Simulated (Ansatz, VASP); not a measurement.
## Two plane-wave programs on SiC

File POSCAR:

```
SiC
1.0
   -1.5387796673     -2.6652445653      0.0000000000
    1.5387796672     -2.6652445654      0.0000000000
    0.0000000000      0.0000000000     10.3267691650
Si C
4 4
Direct
    0.3333333333      0.3333333333      0.0917610694
    0.6666666667      0.6666666667      0.5796566060
    0.0000000000      0.0000000000      0.8236585917
    0.0000000000      0.0000000000      0.3357630552
    0.3333333333      0.3333333333      0.8840706195
    0.6666666667      0.6666666667      0.3961750829
    1.0000000000      0.0000000000      0.6407670590
    1.0000000000      0.0000000000      0.1528715225
```

The input INCAR.step1:

```
PREC = Accurate
ENCUT = 520
ISMEAR = 0
SIGMA = 0.05
LREAL = F
LASPH = T
NELM = 100
NBANDS = 26
GGA = PE
ALGO = Normal
EDIFF = 1E-4
LWAVE = T
LCHARG = F
```

File INCAR.step2:

```
PREC = Accurate
ENCUT = 520
EDIFF = 1E-7
ISMEAR = 0
SIGMA = 0.05
LREAL = F
LASPH = T
NELM = 100
ALGO = Normal
ISIF = 2
LWAVE = F
LCHARG = F
METAGGA = R2SCAN
LMIXTAU = T
NBANDS = 26
ISTART = 1
```

Contents of KPOINTS:

```
regular mesh
0
Gamma
  8 8 3
```

Input for Ansatz:

```yaml
crystal:
  lattice:
    - [-1.5387796673, -2.6652445653, 0.0]
    - [1.5387796672, -2.6652445654, 0.0]
    - [0.0, 0.0, 10.326769165]
  atoms:
    - { symbol: Si, position: [0.3333333333, 0.3333333333, 0.0917610694] }
    - { symbol: Si, position: [0.6666666667, 0.6666666667, 0.579656606] }
    - { symbol: Si, position: [0.0, 0.0, 0.8236585917] }
    - { symbol: Si, position: [0.0, 0.0, 0.3357630552] }
    - { symbol: C, position: [0.3333333333, 0.3333333333, 0.8840706195] }
    - { symbol: C, position: [0.6666666667, 0.6666666667, 0.3961750829] }
    - { symbol: C, position: [1.0, 0.0, 0.640767059] }
    - { symbol: C, position: [1.0, 0.0, 0.1528715225] }
basis:
  ecutwfc: 500
kpoints:
  mp_grid: { grid: [8, 8, 3] }
hamiltonian:
  xc: r2scan
scf:
  occupations: { method: gaussian, width: 0.05 }
output:
  forces: true
  stress: true
  eigenvalues: true
```

Alike in both runs: task single point; functional r2SCAN; k mesh 8 × 8 × 3; occupations gaussian, width 0.05 eV; no spin polarisation.

```csv
,VASP,Ansatz
version,VASP 6.6.1,Ansatz 0.2.0
potentials or method,"VASP PAW PBE potentials, release 64 (Si, C), cutoff 520 eV","scalar-relativistic, plane waves, PAW"
valence electrons in the cell,32,32
```

Ansatz gave:

```
gap on the k mesh at the Fermi level (eV)                     : 2.30
least direct gap on the mesh (eV)                             : 3.62
pressure (GPa)                                                : -3.5
traceless stress, the component that is largest in VASP (GPa) : -6.81
rms of the force components (eV/Å)                            : 0.568
```

Q: Which values does VASP return?

A: gap on the k mesh at the Fermi level (eV): 2.32; least direct gap on the mesh (eV): 3.64; pressure (GPa): -3.7; traceless stress, the component that is largest in VASP (GPa): -6.86; rms of the force components (eV/Å): 0.566.

VASP's potentials were made for PBE, not for r2SCAN. Atom by atom the forces differ by 0.003 eV/Å (rms over components).
